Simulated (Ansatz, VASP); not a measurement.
**One calculation of BN, two programs**

File INCAR:

```
  PREC = Accurate
  ENCUT = 520
  EDIFF = 1E-6
  ISMEAR = -1
  SIGMA = 0.03
  LREAL = F
  LASPH = T
  NELM = 100
  ALGO = Normal
  ISIF = 2
  LWAVE = F
  LCHARG = T
  GGA = PS
  LELF = T
  LVHAR = T
  NBANDS = 11
```

KPOINTS

```
regular mesh
0
Gamma
  13 13 13
```

File POSCAR:

```
BN
1.0
    0.0000000000      1.8075000000      1.8617250000
    1.8075000000      0.0000000000      1.8617250000
    1.8075000000      1.8075000000      0.0000000000
B N
1 1
Direct
    0.0000000000      0.0000000000      0.0000000000
    0.7500000000      0.7500000000      0.7500000000
```

Input for Ansatz:

```yaml
crystal:
  lattice:
    - [0.0, 1.8075, 1.861725]
    - [1.8075, 0.0, 1.861725]
    - [1.8075, 1.8075, 0.0]
  atoms:
    - { symbol: B, position: [0.0, 0.0, 0.0] }
    - { symbol: "N", position: [0.75, 0.75, 0.75] }
kpoints:
  mp_grid: { grid: [13, 13, 13] }
  band_path:
    path:
      - [0.0, 0.0, 0.0]
      - [0.5, 0.0, 0.5]
      - [0.75, 0.25, 0.5]
      - [0.5, 0.5, 0.5]
      - [0.0, 0.0, 0.0]
      - [0.5, 0.5, 0.0]
      - [0.6321755114, 0.6321755114, 0.2643510227]
      - [0.3678244886, 0.3678244886, 0.7356489773]
      - [0.0, 0.0, 0.0]
    npoints: 5
scf:
  occupations: { method: fermi_dirac, width: 0.03 }
hamiltonian:
  xc: pbesol
  pseudopotentials: { kind: all_electron, lapw: { basis_error: 0.001 } }
output:
  forces: true
  stress: true
  eigenvalues: true
```

Change from the starting cell: zz strain of +3 %.

Alike in both runs: task single point; functional PBEsol; k mesh 13 × 13 × 13; occupations fermi-dirac, width 0.03 eV; no spin polarisation.

|  | VASP | Ansatz |
| --- | --- | --- |
| version | VASP 6.6.1 | Ansatz 0.2.0 |
| potentials or method | VASP PAW PBE potentials, release 64 (B, N), cutoff 520 eV | all-electron LAPW, scalar-relativistic |

```tsv
	VASP	Ansatz	Ansatz less VASP
gap on the k mesh at the Fermi level (eV)	4.06	4.07	+0.008
pressure (GPa)	-13.0	-13.4	-0.48
traceless stress, the component that is largest in VASP (GPa)	-12.10	-12.11	-0.016
```

VASP's potentials were made for PBE, not for PBEsol. Ansatz ran all-electron here, and VASP with PAW potentials.
